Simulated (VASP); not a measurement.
# Al (Pm-3m) in VASP: notebook, part 2 of 2

VASP 6.6.1. Earlier steps stand in the parts before.

## Step 5: Single point, PBE (volume scaled by 0.84)

Input file INCAR:

```
  PREC = Accurate
  ENCUT = 520
  EDIFF = 1E-6
  ISMEAR = -1
  SIGMA = 0.08
  LREAL = F
  LASPH = T
  NELM = 80
  ALGO = Normal
  ISIF = 2
  LWAVE = F
  LCHARG = F
  GGA = PE
  NBANDS = 8
```

Input file KPOINTS:

```
regular mesh
0
Gamma
  16 16 16
```

Input file POSCAR:

```
Al
1.0
    2.5686227154      0.0000000000      0.0000000000
    0.0000000000      2.5686227154      0.0000000000
    0.0000000000      0.0000000000      2.5686227154
Al
1
Direct
    0.0000000000      0.0000000000      0.0000000000
```

Potentials or basis: VASP PAW PBE potentials, release 64 (Al).

On the command line:

```bash
cat potpaw_PBE.64/Al/POTCAR > POTCAR
mpirun -np 1 vasp_std > vasp.out
```

OUTCAR:

```text
PREC = Accurate
   ENCUT = 520
   EDIFF = 1E-6
   ISMEAR = -1
   LREAL = F
   LASPH = T
   NELM = 80
   ISIF = 2
   GGA = PE

 ion  position               nearest neighbor table
   1  0.000  0.000  0.000-

  LATTYP: Found a simple cubic cell.
 ALAT       =     2.5686227154

  Lattice vectors:

 A1 = (   2.5686227154,   0.0000000000,   0.0000000000)
 A2 = (   0.0000000000,   2.5686227154,   0.0000000000)
 A3 = (   0.0000000000,   0.0000000000,   2.5686227154)

Analysis of symmetry for initial positions (statically):
=====================================================================
 Subroutine PRICEL returns:
 Original cell was already a primitive cell.

 Routine SETGRP: Setting up the symmetry group for a
 simple cubic supercell.

 Subroutine GETGRP returns: Found 48 space group operations
 (whereof 48 operations were pure point group operations)
 out of a pool of 48 trial point group operations.

The static configuration has the point symmetry O_h .

Analysis of symmetry for dynamics (positions and initial velocities):
=====================================================================
 Subroutine PRICEL returns:
 Original cell was already a primitive cell.

 Routine SETGRP: Setting up the symmetry group for a
 simple cubic supercell.

 Subroutine GETGRP returns: Found 48 space group operations
 (whereof 48 operations were pure point group operations)
 out of a pool of 48 trial point group operations.

The dynamic configuration has the point symmetry O_h .

 Subroutine INISYM returns: Found 48 space group operations
 (whereof 48 operations are pure point group operations),
 and found     1 'primitive' translations

----------------------------------------------------------------------------------------

                                     Primitive cell

  volume of cell :      16.9473

  direct lattice vectors                    reciprocal lattice vectors
     2.568622715  0.000000000  0.000000000     0.389313695  0.000000000  0.000000000
     0.000000000  2.568622715  0.000000000     0.000000000  0.389313695  0.000000000
     0.000000000  0.000000000  2.568622715     0.000000000  0.000000000  0.389313695

  length of vectors
     2.568622715  2.568622715  2.568622715     0.389313695  0.389313695  0.389313695

  position of ions in fractional coordinates (direct lattice)
     0.000000000  0.000000000  0.000000000

  ion indices of the primitive-cell ions
   primitive index   ion index
                 1           1

----------------------------------------------------------------------------------------

 KPOINTS: regular mesh

Automatic generation of k-mesh.
 Grid dimensions read from file:
 generate k-points for:   16   16   16

 Generating k-lattice:

  Cartesian coordinates                     Fractional coordinates (reciprocal lattice)
     0.024332106  0.000000000  0.000000000     0.062500000  0.000000000  0.000000000
     0.000000000  0.024332106  0.000000000     0.000000000  0.062500000  0.000000000
     0.000000000  0.000000000  0.024332106     0.000000000  0.000000000  0.062500000

  Length of vectors
     0.024332106  0.024332106  0.024332106

  Shift w.r.t. Gamma in fractional coordinates (k-lattice)
     0.000000000  0.000000000  0.000000000

 Subroutine IBZKPT returns following result:
 ===========================================

 Found    165 irreducible k-points:

 Following reciprocal coordinates:
            Coordinates               Weight
  0.000000  0.000000  0.000000      1.000000
  0.062500  0.000000  0.000000      6.000000
  0.125000  0.000000  0.000000      6.000000
  0.187500  0.000000  0.000000      6.000000
  0.250000  0.000000  0.000000      6.000000
  0.312500  0.000000  0.000000      6.000000
[... 16 lines left out ...]
  0.437500  0.125000  0.000000     24.000000
  0.500000  0.125000  0.000000     12.000000
 [... further k-points ...]
   k-points           NKPTS =    165   k-points in BZ     NKDIM =    165   number of bands    NBANDS=      8
   number of dos      NEDOS =    301   number of ions     NIONS =      1
   total plane-waves  NPLWV =   8000
   dimension x,y,z NGX =    20 NGY =   20 NGZ =   20
   dimension x,y,z NGXF=    40 NGYF=   40 NGZF=   40
   ions per type =               1
   NGX,Y,Z   is equivalent  to a cutoff of  12.94, 12.94, 12.94 a.u.
   NGXF,Y,Z  is equivalent  to a cutoff of  25.89, 25.89, 25.89 a.u.
 SYSTEM =  unknown system
   PREC   = accura    normal or accurate (medium, high low for compatibility)
   ISTART =      0    job   : 0-new  1-cont  2-samecut
   ICHARG =      2    charge: 1-file 2-atom 10-const
   ISPIN  =      1    spin polarized calculation?
   LNONCOLLINEAR =      F non collinear calculations
   LSORBIT =      F    spin-orbit coupling
   LASPH  =      T    aspherical Exc in radial PAW
   ENCUT  =  520.0 eV  38.22 Ry    6.18 a.u.   4.78  4.78  4.78*2*pi/ulx,y,z
   NELM   =     80;   NELMIN=  2; NELMDL= -5     # of ELM steps
   EDIFF  = 0.1E-05   stopping-criterion for ELM
   LREAL  =      F    real-space projection
[... 7 lines left out ...]
   TEBEG  =    0.0;   TEEND  =   0.0 temperature during run
   PSTRESS=    0.0 pullay stress
   NELECT =       3.0000    total number of electrons
   NUPDOWN=      -1.0000    fix difference up-down
   EMIN   =  10.00;   EMAX   =-10.00  energy-range for DOS
   EFERMI =   0.00;   METHOD = LEGACY
   ISMEAR =    -1;   SIGMA  =   0.08  broadening in eV -4-tet -1-fermi 0-gaus
   EFERMI_NEDOS =   21; number of points for ismear=-14 and -15
   IALGO  =     38    algorithm
   IMIX   =      4    mixing-type and parameters
     AMIX     =   0.40;   BMIX     =  1.00
     AMIX_MAG =   1.60;   BMIX_MAG =  1.00
  volume/ion in A,a.u.               =      16.95       114.37
  Fermi-wavevector in a.u.,A,eV,Ry     =   0.919210  1.737056 11.496212  0.844948
  Thomas-Fermi vector in A             =   2.044379
   LORBIT       =      0    0 simple, 1 ext, 2 COOP (PROOUT), +10 PAW based schemes
   GGA     = PE    functional components
   LHFCALC =     F    Hartree Fock is set to
   AEXX    =    0.0000 exact exchange contribution
   IVDW    =     0    specifies the selected vdW correction
   LEPSILON=     F    determine dielectric tensor
   LRPA    =     F    only Hartree local field effects (RPA)
 non-spin polarized calculation
  energy-cutoff  :      520.00
  volume of cell :       16.95
 maximum number of plane-waves:       480
 NGX is ok and might be reduce to    20
   NGX =  9   NGY =  9   NGZ =  9

 number of electron       3.0000000 magnetization

 Free energy of the ion-electron system (eV)
  ---------------------------------------------------
  ext. energy  EPLUGINS =         0.00000000
  ---------------------------------------------------
  free energy    TOTEN  =        -3.25394347 eV

  energy without entropy =       -3.24460768  energy(sigma->0) =       -3.24927557

 E-fermi :   7.2567     XC(G=0): -10.0424

 val. band max:        7.2298039980   @ k =   0.5000   0.3750   0.3125
 cond. band min:       7.2762908392   @ k =   0.3750   0.3750   0.0000
 fundamental gap:      0.0464868412
 Fermi energy:         7.2567256152

 k-point     1 :       0.0000    0.0000    0.0000
  band No.  band energies     occupation
      1      -3.3317      2.00000
      2      15.6986      0.00000
      3      15.6986      0.00000
      4      17.7709      0.00000
      5      17.7709      0.00000
      6      17.7709      0.00000
      7      24.9274      0.00000
      8      33.8016      0.00000

 k-point     2 :       0.0625    0.0000    0.0000
  band No.  band energies     occupation
      1      -3.2447      2.00000
      2      14.4468      0.00000
      3      15.7722      0.00000
      4      17.8422      0.00000
      5      17.8422      0.00000
      6      18.8587      0.00000
      7      25.2811      0.00000
      8      33.0921      0.00000
[... 221 lines left out ...]
 k-point    23 :       0.4375    0.1250    0.0000
  band No.  band energies     occupation
      1       1.1754      2.00000
      2       3.9127      2.00000
      3      16.1396      0.00000
      4      19.3257      0.00000
      5      21.5280      0.00000
      6      23.1338      0.00000
      7      23.9048      0.00000
      8      26.0828      0.00000

 k-point    24 :       0.5000    0.1250    0.0000
  band No.  band energies     occupation
      1       2.1415      2.00000
      2       2.7966      2.00000
      3      16.5531      0.00000
      4      18.8885      0.00000
      5      22.3330      0.00000
      6      22.9580      0.00000
      7      23.3445      0.00000
      8      25.8539      0.00000

 [... further k-points ...]

------------------------ aborting loop because EDIFF is reached ----------------------------------------

  FORCE on cell =-STRESS in cart. coord.  units (eV):
  Direction    XX          YY          ZZ          XY          YZ          ZX
  --------------------------------------------------------------------------------------
  -------------------------------------------------------------------------------------
  Total        1.5232982      1.5232982      1.5232982      0.0000000      0.0000000     -0.0000000
  in kB      144.0106343    144.0106343    144.0106343      0.0000000      0.0000000     -0.0000000
  external PRESSURE =     144.0106343 kB  Pullay stress =       0.0000000 kB

 VOLUME and BASIS-vectors are now :
 -----------------------------------------------------------------------------
  energy-cutoff  :      520.00
  volume of cell :       16.95
      direct lattice vectors                 reciprocal lattice vectors
     2.568622715  0.000000000  0.000000000     0.389313695  0.000000000  0.000000000
     0.000000000  2.568622715  0.000000000     0.000000000  0.389313695  0.000000000
     0.000000000  0.000000000  2.568622715     0.000000000  0.000000000  0.389313695

 POSITION                                       TOTAL-FORCE (eV/Angst)
 -----------------------------------------------------------------------------------
      0.00000      0.00000      0.00000         0.000000      0.000000      0.000000
 -----------------------------------------------------------------------------------
    total drift:                                0.000000      0.000000      0.000000

  FREE ENERGIE OF THE ION-ELECTRON SYSTEM (eV)
  ---------------------------------------------------
  free  energy   TOTEN  =        -3.2539434677 eV

  energy  without entropy=       -3.2446076792  energy(sigma->0) =       -3.24927557
```

stdout:

```text
POSCAR found type information on POSCAR Al
 POSCAR found :  1 types and       1 ions
 scaLAPACK will be used
 LDA part: xc-table for (Slater+PW92), standard interpolation
 POSCAR, INCAR and KPOINTS ok, starting setup
 FFT: planning ... GRIDC
 FFT: planning ... GRID_SOFT
 FFT: planning ... GRID
 WAVECAR not read
 entering main loop
```

Wall time 5.1 s (1 thread of Intel Xeon 6975P-C (Granite Rapids), shared host); peak memory 0.13 GiB.

Results:

| Item | Value |
| --- | --- |
| Free energy | -3.2539 eV |
| Pressure | 14.4 GPa |

Caveat: the cell differs from its parent crystal (volume scaled by 0.84).

## Step 6: Single point, PBE

This run uses another cell than the first one, of 20.18 Å³/atom, 1.316 times its volume.

Input file INCAR:

```
SYSTEM = Al
PREC     = Accurate       ! precision mode
ENCUT    = 520            ! plane-wave cutoff, eV
EDIFF    = 1E-6           ! SCF threshold, eV
ISMEAR   = -1             ! smearing method
SIGMA    = 0.08           ! smearing width, eV
LREAL    = .False.        ! projectors in reciprocal space
LASPH    = .True.         ! aspherical terms in the spheres
NELM     = 60             ! most SCF steps
ALGO     = Normal         ! electronic algorithm
ISIF     = 2              ! what is computed and relaxed
LWAVE    = .False.        ! write WAVECAR
LCHARG   = .False.        ! write CHGCAR
GGA      = PE             ! functional
NBANDS   = 8              ! bands
```

Input file KPOINTS:

```
Automatic mesh
0
Gamma
  16 16 16
  0 0 0
```

Input file POSCAR:

```
Al
1.0
    2.7223286696      0.0000000000      0.0000000000
    0.0000000000      2.7223286696      0.0000000000
    0.0000000000      0.0000000000      2.7223286696
Al
1
Direct
    0.0000000000      0.0000000000      0.0000000000
```

Potentials or basis: VASP PAW PBE potentials, release 64 (Al).

On the command line:

```bash
cat potpaw_PBE.64/Al/POTCAR > POTCAR
mpirun -np 1 vasp_std > vasp.out
```

It took 5.1 s on 1 thread of Intel Xeon 6975P-C (Granite Rapids), shared host; peak memory 0.12 GiB.

The run converged. Its results:

| Quantity | Value |
| --- | --- |
| Free energy | -3.3781 eV |
| Pressure | 0.0 GPa |

Levels at points of the mesh, in eV from the Fermi level:
```tsv
k point	band 1	band 2	band 3	band 4	band 5	band 6
(0.00, 0.00, 0.00)	-9.53	8.00	8.00	9.13	9.13	9.13
(0.50, 0.00, 0.00)	-5.19	-4.07	10.56	12.64	12.64	14.20
(0.50, 0.50, 0.00)	-0.53	-0.53	-0.28	2.22	16.20	16.80
(0.50, 0.50, 0.50)	2.88	2.88	2.88	5.60	5.60	5.60
```

## Step 7: Summary

```csv
cell,gap on the mesh (eV),pressure (GPa)
"a = 2.484 Å, 1 atom",none,27.9
"a = 2.569 Å, 1 atom",none,14.4
"a = 2.722 Å, 1 atom",none,0.0
```

Alike in all rows: task single point; level PBE; potentials or basis VASP PAW PBE potentials, release 64 (Al); no spin polarisation; k mesh 16 × 16 × 16; cutoff (eV) 520; smearing fermi-dirac 0.08 eV.

Absolute energies hang on the potentials; compare differences alone.
